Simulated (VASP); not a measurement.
# Mg (P6_3/mmc) in VASP: further runs, part 2 of 2

VASP 6.6.1. Earlier steps stand in the parts before.

**5. Single point, PBE**

Contents of INCAR:

```
PREC = Accurate
ENCUT = 520
EDIFF = 1E-7
ISMEAR = 0
SIGMA = 0.012
LREAL = F
LASPH = T
NELM = 80
ALGO = Normal
ISIF = 2
LWAVE = F
LCHARG = F
GGA = PE
NBANDS = 9
```

Contents of KPOINTS:

```
Automatic mesh
0
Gamma
  10 10 5
```

Contents of POSCAR:

```
Mg
1.0
    3.2093000000      0.0000000000      0.0000000000
   -1.6046500000      2.7793353284      0.0000000000
    0.0000000000      0.0000000000      5.2103000000
Mg
2
Direct
    0.6666666667      0.3333333333      0.7500000000
    0.3333333333      0.6666666667      0.2500000000
```

Potentials or basis: VASP PAW PBE potentials, release 64 (Mg).

On the command line:

```
$ cat potpaw_PBE.64/Mg/POTCAR > POTCAR
$ mpirun -np 1 vasp_std > vasp.out
```

OUTCAR:

```text
PREC = Accurate
   ENCUT = 520
   EDIFF = 1E-7
   ISMEAR = 0
   LREAL = F
   LASPH = T
   NELM = 80
   ISIF = 2
   GGA = PE

 ion  position               nearest neighbor table
   1  0.667  0.333  0.750-   2 3.20   2 3.20   2 3.20   2 3.20   2 3.20   2 3.20
   2  0.333  0.667  0.250-   1 3.20   1 3.20   1 3.20   1 3.20   1 3.20   1 3.20

  LATTYP: Found a hexagonal cell.
 ALAT       =     3.2093000000
 C/A-ratio  =     1.6235004518

  Lattice vectors:

 A1 = (   3.2093000000,   0.0000000000,   0.0000000000)
 A2 = (  -1.6046500000,   2.7793353284,   0.0000000000)
 A3 = (   0.0000000000,   0.0000000000,   5.2103000000)

Analysis of symmetry for initial positions (statically):
=====================================================================
 Subroutine PRICEL returns:
 Original cell was already a primitive cell.

 Routine SETGRP: Setting up the symmetry group for a
 hexagonal supercell.

 Subroutine GETGRP returns: Found 24 space group operations
 (whereof 12 operations were pure point group operations)
 out of a pool of 24 trial point group operations.

The static configuration has the point symmetry D_3d.
 The point group associated with its full space group is D_6h.

Analysis of symmetry for dynamics (positions and initial velocities):
=====================================================================
 Subroutine PRICEL returns:
 Original cell was already a primitive cell.

 Routine SETGRP: Setting up the symmetry group for a
 hexagonal supercell.

 Subroutine GETGRP returns: Found 24 space group operations
 (whereof 12 operations were pure point group operations)
 out of a pool of 24 trial point group operations.

The dynamic configuration has the point symmetry D_3d.
 The point group associated with its full space group is D_6h.

 Subroutine INISYM returns: Found 24 space group operations
 (whereof 12 operations are pure point group operations),
[... 119 lines left out ...]
  Thomas-Fermi vector in A             =   1.812866
   LORBIT       =      0    0 simple, 1 ext, 2 COOP (PROOUT), +10 PAW based schemes
   GGA     = PE    functional components
   LHFCALC =     F    Hartree Fock is set to
   AEXX    =    0.0000 exact exchange contribution
   IVDW    =     0    specifies the selected vdW correction
   LEPSILON=     F    determine dielectric tensor
   LRPA    =     F    only Hartree local field effects (RPA)
 non-spin polarized calculation
 Gauss-broadening in eV      SIGMA  =   0.01
  energy-cutoff  :      520.00
  volume of cell :       46.47
 maximum number of plane-waves:      1277
 NGX is ok and might be reduce to    24
   NGX = 11   NGY = 11   NGZ = 19

 number of electron       4.0000000 magnetization

 Free energy of the ion-electron system (eV)
  ---------------------------------------------------
  ext. energy  EPLUGINS =         0.00000000
  ---------------------------------------------------
  free energy    TOTEN  =        -2.99896426 eV

  energy without entropy =       -2.99862930  energy(sigma->0) =       -2.99879678

 E-fermi :   2.5563     XC(G=0):  -8.4539

 val. band max:        2.5504919903   @ k =   0.4000   0.1000   0.4000
 cond. band min:       2.6092688569   @ k =   0.2000   0.1000   0.0000
 fundamental gap:      0.0587768666
 Fermi energy:         2.5563270395

 k-point     1 :       0.0000    0.0000    0.0000
  band No.  band energies     occupation
      1      -4.3093      2.00000
      2       0.9089      2.00000
      3       1.3256      2.00000
      4      13.4381      0.00000
      5      13.4381      0.00000
      6      13.5279      0.00000
      7      13.5279      0.00000
      8      14.3314      0.00000
      9      15.8832      0.00000
[... 265 lines left out ...]
 k-point    24 :       0.4000    0.1000    0.2000
  band No.  band energies     occupation
      1      -0.0818      2.00000
      2       1.7185      2.00000
      3       3.1685      0.00000
      4       4.9000      0.00000
      5       6.8410      0.00000
      6       7.8182      0.00000
      7       9.3083      0.00000
      8      10.5781      0.00000
      9      13.0328      0.00000

 [... further k-points ...]

------------------------ aborting loop because EDIFF is reached ----------------------------------------

  FORCE on cell =-STRESS in cart. coord.  units (eV):
  Direction    XX          YY          ZZ          XY          YZ          ZX
  --------------------------------------------------------------------------------------
  -------------------------------------------------------------------------------------
  Total       -0.2438021     -0.2438021     -0.0181677      0.0000000     -0.0000000      0.0000000
  in kB       -8.4049287     -8.4049287     -0.6263187      0.0000000     -0.0000000      0.0000000
  external PRESSURE =      -5.8120587 kB  Pullay stress =       0.0000000 kB

 VOLUME and BASIS-vectors are now :
 -----------------------------------------------------------------------------
  energy-cutoff  :      520.00
  volume of cell :       46.47
      direct lattice vectors                 reciprocal lattice vectors
     3.209300000  0.000000000  0.000000000     0.311594429  0.179899127  0.000000000
    -1.604650000  2.779335328  0.000000000     0.000000000  0.359798255  0.000000000
     0.000000000  0.000000000  5.210300000     0.000000000  0.000000000  0.191927528

 POSITION                                       TOTAL-FORCE (eV/Angst)
 -----------------------------------------------------------------------------------
      1.60465      0.92645      3.90773        -0.000000     -0.000000      0.000000
     -0.00000      1.85289      1.30258         0.000000      0.000000      0.000000
 -----------------------------------------------------------------------------------
    total drift:                                0.000000     -0.000000      0.000000

  FREE ENERGIE OF THE ION-ELECTRON SYSTEM (eV)
  ---------------------------------------------------
  free  energy   TOTEN  =        -2.9989642634 eV

  energy  without entropy=       -2.9986292971  energy(sigma->0) =       -2.99879678
```

OSZICAR:

```text
N       E                     dE             d eps       ncg     rms          rms(c)
DAV:   1    -0.224532023673E+00   -0.22453E+00   -0.12897E+03   756   0.314E+02
DAV:   2    -0.298478727935E+01   -0.27603E+01   -0.26875E+01  1038   0.283E+01
DAV:   3    -0.301266169841E+01   -0.27874E-01   -0.27845E-01   988   0.252E+00
DAV:   4    -0.301274198472E+01   -0.80286E-04   -0.80284E-04   994   0.133E-01
DAV:   5    -0.301274239120E+01   -0.40648E-06   -0.40646E-06   963   0.822E-03    0.963E-01
DAV:   6    -0.300656494818E+01    0.61774E-02   -0.66318E-04   855   0.198E-01    0.617E-01
DAV:   7    -0.299895241910E+01    0.76125E-02   -0.26247E-03   778   0.345E-01    0.345E-02
DAV:   8    -0.299896611960E+01   -0.13701E-04   -0.17745E-05  1075   0.251E-02    0.789E-03
DAV:   9    -0.299896453306E+01    0.15865E-05   -0.13467E-06   832   0.554E-03    0.590E-04
DAV:  10    -0.299896431273E+01    0.22034E-06   -0.55707E-09   682   0.447E-04    0.174E-04
DAV:  11    -0.299896426342E+01    0.49310E-07   -0.82325E-10   441   0.193E-04
   1 F= -.29989643E+01 E0= -.29987968E+01  d E =-.334966E-03
```

stdout:

```text
POSCAR found type information on POSCAR Mg
 POSCAR found :  1 types and       2 ions
 scaLAPACK will be used
 LDA part: xc-table for (Slater+PW92), standard interpolation
 POSCAR, INCAR and KPOINTS ok, starting setup
 FFT: planning ... GRIDC
 FFT: planning ... GRID_SOFT
 FFT: planning ... GRID
 WAVECAR not read
 entering main loop
```

Wall time 15 s (1 thread of AMD EPYC 7R43 (Zen 3), shared host); peak memory 0.11 GiB.

Results:

```
Free energy            : -2.9990 eV
Pressure               : -0.6 GPa
Band gap on the k mesh : zero (band 2 reaches 3.24 eV, above the bottom of band 3 at 1.33 eV)
```

Stress tensor (GPa, compression positive):
```
-0.84  0.00  0.00
 0.00 -0.84  0.00
 0.00  0.00 -0.06
```

**6. Overview**

```csv
task,level,spin,fixed moment (μB),cell,k mesh,cutoff (eV),smearing,gap on the mesh (eV),pressure (GPa),moment (μB)
relaxation of cell and atoms,PBE,"collinear, antiferromagnetic start",0.0,relaxed,10 × 10 × 5,600,fermi-dirac 0.05 eV,-,0.0,0.00
single point,PBE+D3(BJ),"non-collinear, typed start",-,as given,8 × 8 × 4,520,methfessel-paxton 0.05 eV,none,-2.5,0.00
single point,PBE,off,-,as given,10 × 10 × 5,520,gaussian 0.02 eV,none,-0.6,-
single point,PBE,off,-,as given,10 × 10 × 5,520,gaussian 0.012 eV,none,-0.6,-
```

Alike in all rows: potentials or basis VASP PAW PBE potentials, release 64 (Mg).

Every run on the cell as given and a fine mesh finds a metal. The pressure there spans -2.5 GPa (PBE+D3(BJ)) to -0.6 GPa (PBE); a positive pressure means that this level wants a larger cell, a negative one a smaller.

Caveats: the total moment is fixed, so each spin has its own Fermi level (some runs); pairwise dispersion overbinds metals, which lowers pressure and volume (some runs).

Total energies depend on the potentials used, so only differences within one code and one set of settings carry meaning.
